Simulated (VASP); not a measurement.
# SrO (Fm-3m) in VASP: notebook

The runs below take SrO through single point, with PBE.

Everything below comes from runs of VASP 6.6.1. Logs are shortened: lines on timing, memory, paths and dates and some standing lists are left out, and cuts for length are marked.

**1. The cell of the first run**

It takes space group Fm-3m (No. 225, cubic). Conventional cell: a = 5.125 Å, b = 5.125 Å, c = 5.125 Å, α = 90.00°, β = 90.00°, γ = 90.00°. Sr (site symmetry m-3m) has 6 O at 2.56 Å within 3.4 Å. O (site symmetry m-3m) has 6 Sr at 2.56 Å within 3.4 Å.

**2. Single point, PBE (volume scaled by 0.960)**

The input, INCAR:

```
  PREC = Accurate
  ENCUT = 520
  EDIFF = 1E-7
  ISMEAR = 0
  SIGMA = 0.05
  LREAL = False
  LASPH = True
  NELM = 100
  ALGO = Normal
  ISIF = 2
  LWAVE = False
  LCHARG = True
  GGA = PE
  LELF = True
  LVHAR = True
  NBANDS = 15
```

The input, KPOINTS:

```
Automatic mesh
0
Gamma
  12 12 12
```

The input, POSCAR:

```
SrO
1.0
    0.0000000000      2.5624070697      2.5624070697
    2.5624070697      0.0000000000      2.5624070697
    2.5624070697      2.5624070697      0.0000000000
Sr O
1 1
Direct
    0.5000000000      0.5000000000      0.5000000000
    0.0000000000      0.0000000000      0.0000000000
```

Potentials or basis: VASP PAW PBE potentials, release 64 (Sr_sv, O).

Launch:

```
cat potpaw_PBE.64/Sr_sv/POTCAR potpaw_PBE.64/O/POTCAR > POTCAR
mpirun -np 1 vasp_std > vasp.out
```

OUTCAR:

```text
PREC = Accurate
   ENCUT = 520
   EDIFF = 1E-7
   ISMEAR = 0
   LREAL = False
   LASPH = True
   NELM = 100
   ISIF = 2
   GGA = PE

 ion  position               nearest neighbor table
   1  0.500  0.500  0.500-   2 2.56   2 2.56   2 2.56   2 2.56   2 2.56   2 2.56
   2  0.000  0.000  0.000-   1 2.56   1 2.56   1 2.56   1 2.56   1 2.56   1 2.56

  LATTYP: Found a face centered cubic cell.
 ALAT       =     5.1248141394

  Lattice vectors:

 A1 = (   0.0000000000,   2.5624070697,   2.5624070697)
 A2 = (   2.5624070697,   0.0000000000,   2.5624070697)
 A3 = (   2.5624070697,   2.5624070697,   0.0000000000)

Analysis of symmetry for initial positions (statically):
=====================================================================
 Subroutine PRICEL returns:
 Original cell was already a primitive cell.

 Routine SETGRP: Setting up the symmetry group for a
 face centered cubic supercell.

 Subroutine GETGRP returns: Found 48 space group operations
 (whereof 48 operations were pure point group operations)
 out of a pool of 48 trial point group operations.

The static configuration has the point symmetry O_h .

Analysis of symmetry for dynamics (positions and initial velocities):
=====================================================================
 Subroutine PRICEL returns:
 Original cell was already a primitive cell.

 Routine SETGRP: Setting up the symmetry group for a
 face centered cubic supercell.

 Subroutine GETGRP returns: Found 48 space group operations
 (whereof 48 operations were pure point group operations)
 out of a pool of 48 trial point group operations.

The dynamic configuration has the point symmetry O_h .

 Subroutine INISYM returns: Found 48 space group operations
 (whereof 48 operations are pure point group operations),
 and found     1 'primitive' translations

----------------------------------------------------------------------------------------

                                     Primitive cell

  volume of cell :      33.6492

  direct lattice vectors                    reciprocal lattice vectors
     0.000000000  2.562407070  2.562407070    -0.195129028  0.195129028  0.195129028
     2.562407070  0.000000000  2.562407070     0.195129028 -0.195129028  0.195129028
     2.562407070  2.562407070  0.000000000     0.195129028  0.195129028 -0.195129028

  length of vectors
     3.623790830  3.623790830  3.623790830     0.337973390  0.337973390  0.337973390

  position of ions in fractional coordinates (direct lattice)
     0.500000000  0.500000000  0.500000000
     0.000000000  0.000000000  0.000000000

  ion indices of the primitive-cell ions
   primitive index   ion index
                 1           1
                 2           2

----------------------------------------------------------------------------------------

 KPOINTS: Automatic mesh

Automatic generation of k-mesh.
 Grid dimensions read from file:
 generate k-points for:   12   12   12

 Generating k-lattice:

  Cartesian coordinates                     Fractional coordinates (reciprocal lattice)
    -0.016260752  0.016260752  0.016260752     0.083333333  0.000000000  0.000000000
     0.016260752 -0.016260752  0.016260752     0.000000000  0.083333333  0.000000000
     0.016260752  0.016260752 -0.016260752     0.000000000  0.000000000  0.083333333

  Length of vectors
     0.028164449  0.028164449  0.028164449

  Shift w.r.t. Gamma in fractional coordinates (k-lattice)
     0.000000000  0.000000000  0.000000000

 Subroutine IBZKPT returns following result:
 ===========================================

 Found     72 irreducible k-points:

 Following reciprocal coordinates:
            Coordinates               Weight
  0.000000  0.000000  0.000000      1.000000
  0.083333  0.000000  0.000000      8.000000
  0.166667  0.000000  0.000000      8.000000
  0.250000  0.000000  0.000000      8.000000
  0.333333  0.000000  0.000000      8.000000
  0.416667  0.000000  0.000000      8.000000
[... 16 lines left out ...]
  0.500000  0.166667  0.000000     24.000000
 -0.416667  0.166667  0.000000     24.000000
 [... further k-points ...]
   k-points           NKPTS =     72   k-points in BZ     NKDIM =     72   number of bands    NBANDS=     15
   number of dos      NEDOS =    301   number of ions     NIONS =      2
   total plane-waves  NPLWV =  21952
   dimension x,y,z NGX =    28 NGY =   28 NGZ =   28
   dimension x,y,z NGXF=    56 NGYF=   56 NGZF=   56
   ions per type =               1   1
   NGX,Y,Z   is equivalent  to a cutoff of  12.85, 12.85, 12.85 a.u.
   NGXF,Y,Z  is equivalent  to a cutoff of  25.69, 25.69, 25.69 a.u.
 SYSTEM =  unknown system
   PREC   = accura    normal or accurate (medium, high low for compatibility)
   ISTART =      0    job   : 0-new  1-cont  2-samecut
   ICHARG =      2    charge: 1-file 2-atom 10-const
   ISPIN  =      1    spin polarized calculation?
   LNONCOLLINEAR =      F non collinear calculations
   LSORBIT =      F    spin-orbit coupling
   LASPH  =      T    aspherical Exc in radial PAW
   ENCUT  =  520.0 eV  38.22 Ry    6.18 a.u.   6.74  6.74  6.74*2*pi/ulx,y,z
   NELM   =    100;   NELMIN=  2; NELMDL= -5     # of ELM steps
   EDIFF  = 0.1E-06   stopping-criterion for ELM
   LREAL  =      F    real-space projection
   EDIFFG = 0.1E-05   stopping-criterion for IOM
   NSW    =      0    number of steps for IOM
   IBRION =     -1    ionic relax: 0-MD 1-quasi-New 2-CG
   NFREE  =      0    steps in history (QN), initial steepest desc. (CG)
   ISIF   =      2    stress and relaxation
   ISYM   =      2    0-nonsym 1-usesym 2-fastsym
   POTIM  = 0.5000    time-step for ionic-motion
   TEBEG  =    0.0;   TEEND  =   0.0 temperature during run
   PSTRESS=    0.0 pullay stress
   NELECT =      16.0000    total number of electrons
   NUPDOWN=      -1.0000    fix difference up-down
   EMIN   =  10.00;   EMAX   =-10.00  energy-range for DOS
   EFERMI =   0.00;   METHOD = LEGACY
   ISMEAR =     0;   SIGMA  =   0.05  broadening in eV -4-tet -1-fermi 0-gaus
   EFERMI_NEDOS =   21; number of points for ismear=-14 and -15
   IALGO  =     38    algorithm
   IMIX   =      4    mixing-type and parameters
     AMIX     =   0.40;   BMIX     =  1.00
     AMIX_MAG =   1.60;   BMIX_MAG =  1.00
  volume/ion in A,a.u.               =      16.82       113.54
  Fermi-wavevector in a.u.,A,eV,Ry     =   1.277782  2.414658 22.214591  1.632726
  Thomas-Fermi vector in A             =   2.410362
   LORBIT       =      0    0 simple, 1 ext, 2 COOP (PROOUT), +10 PAW based schemes
   GGA     = PE    functional components
   LHFCALC =     F    Hartree Fock is set to
   AEXX    =    0.0000 exact exchange contribution
   IVDW    =     0    specifies the selected vdW correction
   LEPSILON=     F    determine dielectric tensor
   LRPA    =     F    only Hartree local field effects (RPA)
 non-spin polarized calculation
 Gauss-broadening in eV      SIGMA  =   0.05
  energy-cutoff  :      520.00
  volume of cell :       33.65
 maximum number of plane-waves:       934
   NGX = 13   NGY = 13   NGZ = 13

 number of electron      15.9999996 magnetization

 Free energy of the ion-electron system (eV)
  ---------------------------------------------------
  ext. energy  EPLUGINS =         0.00000000
  ---------------------------------------------------
  free energy    TOTEN  =       -12.03292045 eV

  energy without entropy =      -12.03292045  energy(sigma->0) =      -12.03292045

 E-fermi :   1.9158     XC(G=0): -10.0739

 val. band max:        1.7112517460   @ k =   0.0000   0.0000   0.0000
 cond. band min:       4.9699740552   @ k =   0.5000   0.5000   0.0000
 fundamental gap:      3.2587223092
 Fermi energy:         1.9157952325

 k-point     1 :       0.0000    0.0000    0.0000
  band No.  band energies     occupation
      1     -30.6430      2.00000
      2     -13.3916      2.00000
      3     -12.2701      2.00000
      4     -12.2701      2.00000
      5     -12.2701      2.00000
      6       1.7112      2.00000
      7       1.7113      2.00000
      8       1.7113      2.00000
      9       5.7668      0.00000
     10       7.9439      0.00000
     11       7.9439      0.00000
     12       7.9439      0.00000
     13      10.1337      0.00000
     14      10.1337      0.00000
     15      14.4727      0.00000

 k-point     2 :       0.0833    0.0000    0.0000
  band No.  band energies     occupation
      1     -30.6335      2.00000
      2     -13.5801      2.00000
      3     -12.2758      2.00000
      4     -12.2758      2.00000
      5     -12.1052      2.00000
      6       1.4902      2.00000
      7       1.6175      2.00000
      8       1.6175      2.00000
      9       6.0982      0.00000
     10       7.8628      0.00000
     11       8.0829      0.00000
     12       8.0829      0.00000
     13      10.3231      0.00000
     14      10.3231      0.00000
     15      14.9422      0.00000

 k-point     3 :       0.1667    0.0000    0.0000
  band No.  band energies     occupation
      1     -30.6074      2.00000
      2     -13.9555      2.00000
      3     -12.2914      2.00000
      4     -12.2914      2.00000
      5     -11.7935      2.00000
      6       0.9850      2.00000
      7       1.3767      2.00000
      8       1.3767      2.00000
      9       6.9234      0.00000
     10       7.7461      0.00000
     11       8.4839      0.00000
     12       8.4839      0.00000
     13      10.8427      0.00000
     14      10.8427      0.00000
     15      16.1442      0.00000
[... 343 lines left out ...]
 k-point    23 :       0.5000    0.1667    0.0000
  band No.  band energies     occupation
      1     -30.4880      2.00000
      2     -14.7010      2.00000
      3     -12.5449      2.00000
      4     -12.4297      2.00000
      5     -11.3685      2.00000
      6       0.0040      2.00000
      7       0.7515      2.00000
      8       0.8155      2.00000
      9       7.7232      0.00000
     10       9.1686      0.00000
     11      11.0035      0.00000
     12      11.1832      0.00000
     13      13.2860      0.00000
     14      13.8739      0.00000
     15      15.8204      0.00000

 k-point    24 :      -0.4167    0.1667    0.0000
  band No.  band energies     occupation
      1     -30.4854      2.00000
      2     -14.7340      2.00000
      3     -12.5920      2.00000
      4     -12.3980      2.00000
      5     -11.3097      2.00000
      6      -0.0954      2.00000
      7       0.6733      2.00000
      8       0.8509      2.00000
      9       8.2260      0.00000
     10       8.9290      0.00000
     11      10.7650      0.00000
     12      11.1992      0.00000
     13      13.4624      0.00000
     14      14.3341      0.00000
     15      15.5543      0.00000

 [... further k-points ...]

------------------------ aborting loop because EDIFF is reached ----------------------------------------

  FORCE on cell =-STRESS in cart. coord.  units (eV):
  Direction    XX          YY          ZZ          XY          YZ          ZX
  --------------------------------------------------------------------------------------
  -------------------------------------------------------------------------------------
  Total        0.9219877      0.9219877      0.9219877      0.0000000      0.0000000     -0.0000000
  in kB       43.8996776     43.8996776     43.8996776      0.0000000      0.0000000     -0.0000000
  external PRESSURE =      43.8996776 kB  Pullay stress =       0.0000000 kB

 VOLUME and BASIS-vectors are now :
 -----------------------------------------------------------------------------
  energy-cutoff  :      520.00
  volume of cell :       33.65
      direct lattice vectors                 reciprocal lattice vectors
     0.000000000  2.562407070  2.562407070    -0.195129028  0.195129028  0.195129028
     2.562407070  0.000000000  2.562407070     0.195129028 -0.195129028  0.195129028
     2.562407070  2.562407070  0.000000000     0.195129028  0.195129028 -0.195129028

 POSITION                                       TOTAL-FORCE (eV/Angst)
 -----------------------------------------------------------------------------------
      2.56241      2.56241      2.56241        -0.000000      0.000000     -0.000000
      0.00000      0.00000      0.00000         0.000000     -0.000000      0.000000
 -----------------------------------------------------------------------------------
    total drift:                                0.000000      0.000000      0.000000

  FREE ENERGIE OF THE ION-ELECTRON SYSTEM (eV)
  ---------------------------------------------------
  free  energy   TOTEN  =       -12.0329204521 eV

  energy  without entropy=      -12.0329204521  energy(sigma->0) =      -12.03292045
```

Run time: 93 s. Hardware: 1 thread of AMD EPYC 7R13, shared host; peak memory 0.15 GiB.

What came out:

```
Free energy            : -12.0329 eV
Pressure               : 4.4 GPa
Band gap on the k mesh : 3.26 eV, indirect (least direct gap 3.34 eV)
```

**3. Single point, PBE (volume scaled by 0.945)**

The input, INCAR:

```
SYSTEM = SrO
ALGO = Normal
EDIFF = 1E-7
ENCUT = 520
GGA = PE
ISIF = 2
ISMEAR = 0
LASPH = .True.
LCHARG = .True.
LELF = .True.
LREAL = .False.
LVHAR = .True.
LWAVE = .False.
NBANDS = 15
NELM = 60
PREC = Accurate
SIGMA = 0.05
```

The input, KPOINTS:

```
k-points
0
Gamma
  12 12 12
  0 0 0
```

The input, POSCAR:

```
SrO
1.0
    0.0000000000      2.5489910801      2.5489910801
    2.5489910801      0.0000000000      2.5489910801
    2.5489910801      2.5489910801      0.0000000000
Sr O
1 1
Direct
    0.5000000000      0.5000000000      0.5000000000
    0.0000000000      0.0000000000      0.0000000000
```

Potentials or basis: VASP PAW PBE potentials, release 64 (Sr_sv, O).

Launch:

```
cat potpaw_PBE.64/Sr_sv/POTCAR potpaw_PBE.64/O/POTCAR > POTCAR
mpirun -np 1 vasp_std > vasp.out
```

OUTCAR:

```text
SYSTEM = SrO
   EDIFF = 1E-7
   ENCUT = 520
   GGA = PE
   ISIF = 2
   ISMEAR = 0
   LASPH = .True.
   LREAL = .False.
   NELM = 60
   PREC = Accurate

 ion  position               nearest neighbor table
   1  0.500  0.500  0.500-   2 2.55   2 2.55   2 2.55   2 2.55   2 2.55   2 2.55
   2  0.000  0.000  0.000-   1 2.55   1 2.55   1 2.55   1 2.55   1 2.55   1 2.55

  LATTYP: Found a face centered cubic cell.
 ALAT       =     5.0979821602

  Lattice vectors:

[... 620 lines left out ...]

  FORCE on cell =-STRESS in cart. coord.  units (eV):
  Direction    XX          YY          ZZ          XY          YZ          ZX
  --------------------------------------------------------------------------------------
  -------------------------------------------------------------------------------------
  Total        1.2578290      1.2578290      1.2578290      0.0000000      0.0000000     -0.0000000
  in kB       60.8411278     60.8411278     60.8411278      0.0000000      0.0000000     -0.0000000
  external PRESSURE =      60.8411278 kB  Pullay stress =       0.0000000 kB

 VOLUME and BASIS-vectors are now :
 -----------------------------------------------------------------------------
  energy-cutoff  :      520.00
  volume of cell :       33.12
      direct lattice vectors                 reciprocal lattice vectors
     0.000000000  2.548991080  2.548991080    -0.196156041  0.196156041  0.196156041
     2.548991080  0.000000000  2.548991080     0.196156041 -0.196156041  0.196156041
     2.548991080  2.548991080  0.000000000     0.196156041  0.196156041 -0.196156041

 POSITION                                       TOTAL-FORCE (eV/Angst)
 -----------------------------------------------------------------------------------
      2.54899      2.54899      2.54899         0.000000      0.000000      0.000000
      0.00000      0.00000      0.00000        -0.000000     -0.000000     -0.000000
 -----------------------------------------------------------------------------------
    total drift:                                0.000000      0.000000      0.000000

  FREE ENERGIE OF THE ION-ELECTRON SYSTEM (eV)
  ---------------------------------------------------
  free  energy   TOTEN  =       -12.0154088589 eV

  energy  without entropy=      -12.0154088589  energy(sigma->0) =      -12.01540886
```

OSZICAR:

```text
N       E                     dE             d eps       ncg     rms          rms(c)
DAV:   1     0.606386641211E+02    0.60639E+02   -0.77232E+03  2160   0.100E+03
DAV:   2    -0.111061260394E+02   -0.71745E+02   -0.65275E+02  3052   0.213E+02
DAV:   3    -0.141689916377E+02   -0.30629E+01   -0.30482E+01  3197   0.374E+01
DAV:   4    -0.142250486586E+02   -0.56057E-01   -0.56054E-01  2666   0.366E+00
DAV:   5    -0.142253946397E+02   -0.34598E-03   -0.34598E-03  2802   0.259E-01    0.173E+01
DAV:   6    -0.121546714447E+02    0.20707E+01   -0.65607E+00  2216   0.197E+01    0.204E+01
DAV:   7    -0.120240630403E+02    0.13061E+00   -0.27470E-01  2636   0.474E+00    0.119E+01
DAV:   8    -0.120132438538E+02    0.10819E-01   -0.11411E-01  2832   0.335E+00    0.517E-01
DAV:   9    -0.120147863678E+02   -0.15425E-02   -0.54692E-03  2754   0.473E-01    0.231E-01
DAV:  10    -0.120152592871E+02   -0.47292E-03   -0.44668E-04  2321   0.195E-01    0.795E-02
DAV:  11    -0.120153920707E+02   -0.13278E-03   -0.12722E-04  2342   0.835E-02    0.267E-02
DAV:  12    -0.120154088647E+02   -0.16794E-04   -0.26505E-05  2307   0.380E-02    0.208E-02
DAV:  13    -0.120154090916E+02   -0.22690E-06   -0.12987E-06  2384   0.999E-03    0.325E-03
DAV:  14    -0.120154088596E+02    0.23204E-06   -0.95113E-08  2610   0.238E-03    0.238E-03
DAV:  15    -0.120154088589E+02    0.60322E-09   -0.97650E-09  1248   0.857E-04
   1 F= -.12015409E+02 E0= -.12015409E+02  d E =-.509645E-26
```

Run time: 99 s. Hardware: 1 thread of AMD EPYC 7R13, shared host; peak memory 0.15 GiB.

Results:

* Free energy: -12.0154 eV
* Pressure: 6.1 GPa
* Band gap on the k mesh: 3.25 eV, indirect (least direct gap 3.32 eV)

 A k mesh can miss the band edges.
